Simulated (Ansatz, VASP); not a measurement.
One calculation of BaTiO3, two programs

The input INCAR:

```
PREC     = Accurate       # precision mode
ENCUT    = 520            # plane-wave cutoff, eV
EDIFF    = 1E-7           # SCF threshold, eV
ISMEAR   = -1             # smearing method
SIGMA    = 0.03           # smearing width, eV
LREAL    = F              # projectors in reciprocal space
LASPH    = T              # aspherical terms in the spheres
NELM     = 60             # most SCF steps
ALGO     = Normal         # electronic algorithm
ISIF     = 2              # what is computed and relaxed
LWAVE    = F              # write WAVECAR
LCHARG   = F              # write CHGCAR
GGA      = PS             # functional
NBANDS   = 28             # bands
```

Contents of KPOINTS:

```
regular mesh
0
Gamma
  7 7 7
```

Contents of POSCAR:

```
BaTiO3
1.0
    3.9998000000      0.0000000000      0.0000000000
    0.0000000000      3.9998000000      0.0000000000
    0.0000000000      0.0000000000      3.9778200000
Ba Ti O
1 1 3
Direct
    0.0000000000      0.0000000000      0.0000000000
    0.5000000000      0.5000000000      0.5000000000
    0.5000000000      0.5000000000      0.0000000000
    0.5000000000      0.0000000000      0.5000000000
    0.0000000000      0.5000000000      0.5000000000
```

Input for Ansatz:

```yaml
crystal:
  lattice:
    - [3.9998, 0.0, 0.0]
    - [0.0, 3.9998, 0.0]
    - [0.0, 0.0, 3.97782]
  atoms:
    - { symbol: Ba, position: [0.0, 0.0, 0.0] }
    - { symbol: Ti, position: [0.5, 0.5, 0.5] }
    - { symbol: O, position: [0.5, 0.5, 0.0] }
    - { symbol: O, position: [0.5, 0.0, 0.5] }
    - { symbol: O, position: [0.0, 0.5, 0.5] }
kpoints:
  mp_grid: { grid: [7, 7, 7] }
  band_path:
    path:
      - [0.0, 0.0, 0.0]
      - [0.0, 0.5, 0.0]
      - [0.5, 0.5, 0.0]
      - [0.0, 0.0, 0.0]
      - [0.0, 0.0, 0.5]
      - [0.0, 0.5, 0.5]
      - [0.5, 0.5, 0.5]
      - [0.0, 0.0, 0.5]
      - [0.0, 0.5, 0.0]
    npoints: 5
scf:
  occupations: { method: fermi_dirac, width: 0.03 }
hamiltonian:
  xc: pbesol
  pseudopotentials: { kind: all_electron, lapw: { basis_error: 0.001 } }
output:
  forces: true
  stress: true
  eigenvalues: true
```

Change from the starting cell: zz strain of -1 %.

Alike in both runs: task single point; functional PBEsol; k mesh 7 × 7 × 7; occupations fermi-dirac, width 0.03 eV; no spin polarisation.

|  | VASP | Ansatz |
| --- | --- | --- |
| version | VASP 6.6.1 | Ansatz 0.2.0 |
| potentials or method | VASP PAW PBE potentials, release 64 (Ba_sv, Ti_sv, O), cutoff 520 eV | all-electron LAPW, scalar-relativistic |

Ansatz gave:

- gap on the k mesh at the Fermi level (eV): 1.83
- pressure (GPa): -2.9
- traceless stress, the component that is largest in VASP (GPa): 0.71

Task: Estimate VASP's values.

Result: gap on the k mesh at the Fermi level (eV): 1.77; pressure (GPa): -1.1; traceless stress, the component that is largest in VASP (GPa): 0.73.

VASP's potentials were made for PBE, not for PBEsol. Ansatz ran all-electron here, and VASP with PAW potentials.

Neither program's run includes spin-orbit coupling.
